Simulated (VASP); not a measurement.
The system is MgO.

```
CELL_PARAMETERS angstrom
3.48638 0.00000 0.00000
-1.74319 3.01929 0.00000
0.00000 0.00000 4.17804
ATOMIC_POSITIONS crystal
Mg 0.66667 0.33333 0.75000
Mg 0.33333 0.66667 0.25000
O 0.66667 0.33333 0.25000
O 0.33333 0.66667 0.75000
```

Base run:

```yaml
Program: VASP 6.6.1
Functional: LDA
Potentials_or_basis: VASP PAW LDA potentials, release 64 (Mg_sv, O)
Cutoff: 840 eV
k_mesh: 6 × 6 × 4
Occupations: gaussian, width 0.01 eV
Spin: no spin polarisation
```

Its results: band gap on the k mesh 3.34 eV; pressure -3.5 GPa.

Task: The run is repeated on the same cell with these changes: functional from LDA to BLYP; potentials or basis from VASP PAW LDA potentials, release 64 (Mg_sv, O) to VASP PAW PBE potentials, release 64 (Mg_sv, O). What comes out?

Result: Band gap on the k mesh 3.72 eV; pressure 6.5 GPa.

Caveats: the cell stands under tension (at least some runs); the cell stands under pressure (at least some runs); the PAW data sets were made with another functional, which shifts forces and pressure a little (at least some runs).

